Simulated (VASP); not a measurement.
# Cu (Fm-3m) in VASP: single point with PBE

Aim: the single point of Cu with PBE.

Everything below comes from runs of VASP 6.6.1. Logs are shortened: lines on timing, memory, paths and dates and some standing lists are left out, and cuts for length are marked.

### 1 The cell of the first run

The structure is cubic, space group Fm-3m (No. 225). Conventional cell: a = 3.630 Å, b = 3.630 Å, c = 3.630 Å, α = 90.00°, β = 90.00°, γ = 90.00°. Within 3.4 Å of Cu (site symmetry m-3m) lie 12 Cu at 2.57 Å.

### 2 Single point, PBE

INCAR

```
SYSTEM = Cu
  PREC = Accurate
  ENCUT = 600
  EDIFF = 1E-6
  ISMEAR = -1
  SIGMA = 0.1
  LREAL = .False.
  LASPH = .True.
  NELM = 120
  ALGO = Normal
  ISIF = 2
  LWAVE = .False.
  LCHARG = .False.
  GGA = PE
  NBANDS = 30
  GGA_COMPAT = .False.
```

KPOINTS

```
Automatic mesh
0
Gamma
  2 2 2
  0 0 0
```

POSCAR

```
Cu
1.0
    3.6302657600      0.0000000000      0.0000000000
    0.0000000000      3.6302657600      0.0000000000
    0.0000000000      0.0000000000      3.6302657600
Cu
4
Direct
    0.5000000000      0.5000000000      0.0000000000
    0.0000000000      0.0000000000      0.0000000000
    0.5000000000      0.0000000000      0.5000000000
    0.0000000000      0.5000000000      0.5000000000
```

Potentials or basis: VASP PAW PBE potentials, release 64 (Cu).

Command:

```
$ cat potpaw_PBE.64/Cu/POTCAR > POTCAR
$ mpirun -np 1 vasp_std > vasp.out
```

OUTCAR:

```text
SYSTEM = Cu
   PREC = Accurate
   ENCUT = 600
   EDIFF = 1E-6
   ISMEAR = -1
   LREAL = .False.
   LASPH = .True.
   NELM = 120
   ISIF = 2
   GGA = PE

 ion  position               nearest neighbor table
   1  0.500  0.500  0.000-   2 2.57   3 2.57   4 2.57   3 2.57   4 2.57   2 2.57   3 2.57   3 2.57
                             2 2.57   4 2.57   4 2.57   2 2.57
   2  0.000  0.000  0.000-   1 2.57   3 2.57   4 2.57   3 2.57   4 2.57   1 2.57   4 2.57   4 2.57
                             1 2.57   3 2.57   3 2.57   1 2.57
   3  0.500  0.000  0.500-   1 2.57   2 2.57   4 2.57   1 2.57   2 2.57   1 2.57   4 2.57   1 2.57
                             2 2.57   4 2.57   2 2.57   4 2.57
   4  0.000  0.500  0.500-   1 2.57   2 2.57   3 2.57   1 2.57   2 2.57   2 2.57   3 2.57   2 2.57
                             1 2.57   3 2.57   1 2.57   3 2.57

  LATTYP: Found a simple cubic cell.
 ALAT       =     3.6302657600

  Lattice vectors:

 A1 = (   3.6302657600,   0.0000000000,   0.0000000000)
 A2 = (   0.0000000000,   3.6302657600,   0.0000000000)
 A3 = (   0.0000000000,   0.0000000000,   3.6302657600)

Analysis of symmetry for initial positions (statically):
=====================================================================
 Subroutine PRICEL returns following result:

  LATTYP: Found a face centered cubic cell.
 ALAT       =     3.6302657600

  Lattice vectors:

 A1 = (   1.8151328800,  -1.8151328800,   0.0000000000)
 A2 = (   1.8151328800,   0.0000000000,   1.8151328800)
 A3 = (   0.0000000000,  -1.8151328800,   1.8151328800)

   4 primitive cells build up your supercell.

 Routine SETGRP: Setting up the symmetry group for a
 simple cubic supercell.

 Subroutine GETGRP returns: Found 48 space group operations
 (whereof 48 operations were pure point group operations)
 out of a pool of 48 trial point group operations.

The static configuration has the point symmetry O_h .

Analysis of symmetry for dynamics (positions and initial velocities):
=====================================================================
 Subroutine PRICEL returns following result:

  LATTYP: Found a face centered cubic cell.
 ALAT       =     3.6302657600

  Lattice vectors:

 A1 = (   1.8151328800,  -1.8151328800,   0.0000000000)
 A2 = (   1.8151328800,   0.0000000000,   1.8151328800)
 A3 = (   0.0000000000,  -1.8151328800,   1.8151328800)

   4 primitive cells build up your supercell.

 Routine SETGRP: Setting up the symmetry group for a
 simple cubic supercell.

 Subroutine GETGRP returns: Found 48 space group operations
 (whereof 48 operations were pure point group operations)
 out of a pool of 48 trial point group operations.

The dynamic configuration has the point symmetry O_h .

 Subroutine INISYM returns: Found 48 space group operations
 (whereof 48 operations are pure point group operations),
 and found     4 'primitive' translations

----------------------------------------------------------------------------------------

                                     Primitive cell

  volume of cell :      11.9607

  direct lattice vectors                    reciprocal lattice vectors
     1.815132880 -1.815132880  0.000000000     0.275461927 -0.275461927 -0.275461927
     1.815132880  0.000000000  1.815132880     0.275461927  0.275461927  0.275461927
     0.000000000 -1.815132880  1.815132880    -0.275461927 -0.275461927  0.275461927

  length of vectors
     2.566985536  2.566985536  2.566985536     0.477114052  0.477114052  0.477114052

  position of ions in fractional coordinates (direct lattice)
     0.000000000  0.000000000  1.000000000

  ion indices of the primitive-cell ions
   primitive index   ion index
                 1           1

----------------------------------------------------------------------------------------

 KPOINTS: Automatic mesh

Automatic generation of k-mesh.
 Grid dimensions read from file:
 generate k-points for:    2    2    2

 Generating k-lattice:

  Cartesian coordinates                     Fractional coordinates (reciprocal lattice)
     0.137730963  0.000000000  0.000000000     0.500000000  0.000000000  0.000000000
     0.000000000  0.137730963  0.000000000     0.000000000  0.500000000  0.000000000
     0.000000000  0.000000000  0.137730963     0.000000000  0.000000000  0.500000000

  Length of vectors
     0.137730963  0.137730963  0.137730963

  Shift w.r.t. Gamma in fractional coordinates (k-lattice)
     0.000000000  0.000000000  0.000000000

 Subroutine IBZKPT returns following result:
 ===========================================

 Found      4 irreducible k-points:

 Following reciprocal coordinates:
            Coordinates               Weight
  0.000000  0.000000  0.000000      1.000000
  0.500000  0.000000  0.000000      3.000000
  0.500000  0.500000  0.000000      3.000000
  0.500000  0.500000  0.500000      1.000000
   k-points           NKPTS =      4   k-points in BZ     NKDIM =      4   number of bands    NBANDS=     30
   number of dos      NEDOS =    301   number of ions     NIONS =      4
   total plane-waves  NPLWV =  27000
   dimension x,y,z NGX =    30 NGY =   30 NGZ =   30
   dimension x,y,z NGXF=    60 NGYF=   60 NGZF=   60
   ions per type =               4
   NGX,Y,Z   is equivalent  to a cutoff of  13.74, 13.74, 13.74 a.u.
   NGXF,Y,Z  is equivalent  to a cutoff of  27.48, 27.48, 27.48 a.u.
 SYSTEM =  Cu
   PREC   = accura    normal or accurate (medium, high low for compatibility)
   ISTART =      0    job   : 0-new  1-cont  2-samecut
   ICHARG =      2    charge: 1-file 2-atom 10-const
   ISPIN  =      1    spin polarized calculation?
   LNONCOLLINEAR =      F non collinear calculations
   LSORBIT =      F    spin-orbit coupling
   LASPH  =      T    aspherical Exc in radial PAW
   ENCUT  =  600.0 eV  44.10 Ry    6.64 a.u.   7.25  7.25  7.25*2*pi/ulx,y,z
   NELM   =    120;   NELMIN=  2; NELMDL= -5     # of ELM steps
   EDIFF  = 0.1E-05   stopping-criterion for ELM
   LREAL  =      F    real-space projection
   EDIFFG = 0.1E-04   stopping-criterion for IOM
   NSW    =      0    number of steps for IOM
   IBRION =     -1    ionic relax: 0-MD 1-quasi-New 2-CG
   NFREE  =      0    steps in history (QN), initial steepest desc. (CG)
   ISIF   =      2    stress and relaxation
   ISYM   =      2    0-nonsym 1-usesym 2-fastsym
   POTIM  = 0.5000    time-step for ionic-motion
   TEBEG  =    0.0;   TEEND  =   0.0 temperature during run
   PSTRESS=    0.0 pullay stress
   NELECT =      44.0000    total number of electrons
   NUPDOWN=      -1.0000    fix difference up-down
   EMIN   =  10.00;   EMAX   =-10.00  energy-range for DOS
   EFERMI =   0.00;   METHOD = LEGACY
   ISMEAR =    -1;   SIGMA  =   0.10  broadening in eV -4-tet -1-fermi 0-gaus
   EFERMI_NEDOS =   21; number of points for ismear=-14 and -15
   IALGO  =     38    algorithm
   IMIX   =      4    mixing-type and parameters
     AMIX     =   0.40;   BMIX     =  1.00
     AMIX_MAG =   1.60;   BMIX_MAG =  1.00
  volume/ion in A,a.u.               =      11.96        80.71
  Fermi-wavevector in a.u.,A,eV,Ry     =   1.592040  3.008519 34.485208  2.534591
  Thomas-Fermi vector in A             =   2.690487
   LORBIT       =      0    0 simple, 1 ext, 2 COOP (PROOUT), +10 PAW based schemes
   GGA     = PE    functional components
   LHFCALC =     F    Hartree Fock is set to
   AEXX    =    0.0000 exact exchange contribution
   IVDW    =     0    specifies the selected vdW correction
   LEPSILON=     F    determine dielectric tensor
   LRPA    =     F    only Hartree local field effects (RPA)
 non-spin polarized calculation
  energy-cutoff  :      600.00
  volume of cell :       47.84
 maximum number of plane-waves:      1628
 NGX is ok and might be reduce to    30
   NGX = 15   NGY = 15   NGZ = 15

 number of electron      43.9999971 magnetization

 Free energy of the ion-electron system (eV)
  ---------------------------------------------------
  ext. energy  EPLUGINS =         0.00000000
  ---------------------------------------------------
  free energy    TOTEN  =       -14.29802277 eV

  energy without entropy =      -14.08774746  energy(sigma->0) =      -14.19288511

 E-fermi :   6.9021     XC(G=0): -12.6835

 val. band max:        6.4535196047   @ k =   0.5000   0.5000   0.5000
 cond. band min:       6.9341809643   @ k =   0.5000   0.5000   0.0000
 fundamental gap:      0.4806613596
 Fermi energy:         6.9020635017

 k-point     1 :       0.0000    0.0000    0.0000
  band No.  band energies     occupation
      1      -1.8404      2.00000
      2       2.4660      2.00000
      3       2.4660      2.00000
      4       2.4660      2.00000
      5       2.8849      2.00000
      6       2.8849      2.00000
      7       2.8849      2.00000
      8       4.2213      2.00000
      9       4.2213      2.00000
     10       4.2213      2.00000
     11       5.0153      2.00000
     12       5.0153      2.00000
     13       5.5461      2.00000
     14       5.5461      2.00000
     15       5.5461      2.00000
     16       5.6996      1.99999
     17       5.6996      1.99999
     18       5.6996      1.99999
     19       5.6996      1.99999
     20       5.6996      1.99999
     21       5.6996      1.99999
     22       8.9191      0.00000
     23       8.9191      0.00000
     24       8.9191      0.00000
     25      14.3599      0.00000
     26      14.3599      0.00000
     27      14.3599      0.00000
     28      20.3903      0.00000
     29      20.3903      0.00000
     30      20.3903      0.00000

 k-point     2 :       0.5000    0.0000    0.0000
  band No.  band energies     occupation
      1       0.8889      2.00000
      2       0.8889      2.00000
      3       3.1779      2.00000
      4       3.1779      2.00000
      5       3.5350      2.00000
      6       3.5350      2.00000
      7       3.7545      2.00000
      8       3.7545      2.00000
      9       3.7545      2.00000
     10       3.7545      2.00000
     11       4.5976      2.00000
     12       4.5976      2.00000
     13       4.8604      2.00000
     14       4.8604      2.00000
     15       4.8604      2.00000
     16       4.8604      2.00000
     17       4.9818      2.00000
     18       4.9818      2.00000
     19       5.2775      2.00000
     20       5.2775      2.00000
     21       5.7003      1.99999
     22       5.7003      1.99999
     23      13.5205      0.00000
     24      13.5205      0.00000
     25      13.5205      0.00000
     26      13.5205      0.00000
     27      15.5942      0.00000
     28      15.5942      0.00000
     29      16.0675      0.00000
     30      16.0675      0.00000

 k-point     3 :       0.5000    0.5000    0.0000
  band No.  band energies     occupation
      1       2.7104      2.00000
      2       2.7104      2.00000
      3       2.7104      2.00000
      4       2.7104      2.00000
      5       3.7535      2.00000
      6       3.7535      2.00000
      7       3.7535      2.00000
      8       3.7535      2.00000
      9       3.9521      2.00000
     10       3.9521      2.00000
     11       3.9521      2.00000
     12       3.9521      2.00000
     13       4.7062      2.00000
     14       4.7062      2.00000
     15       4.7062      2.00000
     16       4.7062      2.00000
     17       5.0130      2.00000
     18       5.0130      2.00000
     19       5.0130      2.00000
     20       5.0130      2.00000
     21       6.9342      0.84078
     22       6.9342      0.84078
     23       6.9342      0.84078
     24       6.9342      0.84078
     25      16.9903      0.00000
     26      16.9903      0.00000
     27      16.9903      0.00000
     28      16.9903      0.00000
     29      18.1864      0.00000
     30      18.1864      0.00000

 k-point     4 :       0.5000    0.5000    0.5000
  band No.  band energies     occupation
      1       2.2812      2.00000
      2       2.2812      2.00000
      3       2.2812      2.00000
      4       2.2812      2.00000
      5       4.1927      2.00000
      6       4.1927      2.00000
      7       4.1927      2.00000
      8       4.1927      2.00000
      9       4.1927      2.00000
     10       4.1927      2.00000
     11       4.1927      2.00000
     12       4.1927      2.00000
     13       5.5627      2.00000
     14       5.5627      2.00000
     15       5.5627      2.00000
     16       5.5627      2.00000
     17       5.5627      2.00000
     18       5.5627      2.00000
     19       5.5627      2.00000
     20       5.5627      2.00000
     21       6.4535      1.97771
     22       6.4535      1.97771
     23       6.4535      1.97771
     24       6.4535      1.97771
     25      11.0008      0.00000
     26      11.0008      0.00000
     27      11.0008      0.00000
     28      11.0008      0.00000
     29      28.4289      0.00000
     30      28.4289      0.00000

------------------------ aborting loop because EDIFF is reached ----------------------------------------

  FORCE on cell =-STRESS in cart. coord.  units (eV):
  Direction    XX          YY          ZZ          XY          YZ          ZX
  --------------------------------------------------------------------------------------
  -------------------------------------------------------------------------------------
  Total        0.0334591      0.0334591      0.0334591      0.0000000     -0.0000000      0.0000000
  in kB        1.1204929      1.1204929      1.1204929      0.0000000     -0.0000000      0.0000000
  external PRESSURE =       1.1204929 kB  Pullay stress =       0.0000000 kB

 VOLUME and BASIS-vectors are now :
 -----------------------------------------------------------------------------
  energy-cutoff  :      600.00
  volume of cell :       47.84
      direct lattice vectors                 reciprocal lattice vectors
     3.630265760  0.000000000  0.000000000     0.275461927  0.000000000  0.000000000
     0.000000000  3.630265760  0.000000000     0.000000000  0.275461927  0.000000000
     0.000000000  0.000000000  3.630265760     0.000000000  0.000000000  0.275461927

 POSITION                                       TOTAL-FORCE (eV/Angst)
 -----------------------------------------------------------------------------------
      1.81513      1.81513      0.00000         0.000000     -0.000000      0.000000
      0.00000      0.00000      0.00000        -0.000000      0.000000      0.000000
      1.81513      0.00000      1.81513        -0.000000     -0.000000     -0.000000
      0.00000      1.81513      1.81513         0.000000      0.000000     -0.000000
 -----------------------------------------------------------------------------------
    total drift:                                0.000000      0.000000     -0.000000

  FREE ENERGIE OF THE ION-ELECTRON SYSTEM (eV)
  ---------------------------------------------------
  free  energy   TOTEN  =       -14.2980227700 eV

  energy  without entropy=      -14.0877474581  energy(sigma->0) =      -14.19288511
```

Wall time 9.6 s (1 thread of Intel Xeon Platinum 8375C at 2.90GHz (Ice Lake), shared host); peak memory 0.16 GiB.

What came out:

```yaml
Free_energy: -14.2980 eV
Pressure: 0.1 GPa
Band_gap_on_the_k_mesh: zero (band 22 reaches 8.92 eV, above the bottom of band 23 at 6.45 eV)
```

Caveat: the k points lie up to 0.87 Å⁻¹ apart.
